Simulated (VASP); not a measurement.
Here is a VASP 6.6.1 calculation.

The input INCAR:

```
PREC = Accurate ; ENCUT = 520
EDIFF = 1E-6 ; ISMEAR = -1
SIGMA = 0.112 ; LREAL = False
LASPH = True ; NELM = 80
ALGO = Normal ; ISIF = 2
LWAVE = False ; LCHARG = False
GGA = PS ; NBANDS = 15
```

File KPOINTS:

```
Automatic mesh
0
Gamma
  4 4 4
```

POSCAR

```
KI
1.0
    0.0000000000      3.5445661619      3.5445661619
    3.5445661619      0.0000000000      3.5445661619
    3.5445661619      3.5445661619      0.0000000000
K I
1 1
Direct
   -0.0269189502     -0.0064233531      0.0164025715
    0.5382579737      0.5148875537      0.4920229784
```

Potentials or basis: VASP PAW PBE potentials, release 64 (K_sv, I).

The run is started by

```console
$ cat potpaw_PBE.64/K_sv/POTCAR potpaw_PBE.64/I/POTCAR > POTCAR
$ mpirun -np 1 vasp_std > vasp.out
```

Question: Estimate the largest force.

Answer: 0.375 eV/Å.

Question: Predict the pressure.

Answer: 0.1 GPa.

Stress tensor (GPa, compression positive):
```
-0.43  0.00  0.01
 0.00 -0.16 -0.15
 0.01 -0.15  0.90
```

Caveat: the atoms stand as in a frame of molecular dynamics; the PAW data sets were made with another functional, which shifts forces and pressure a little.
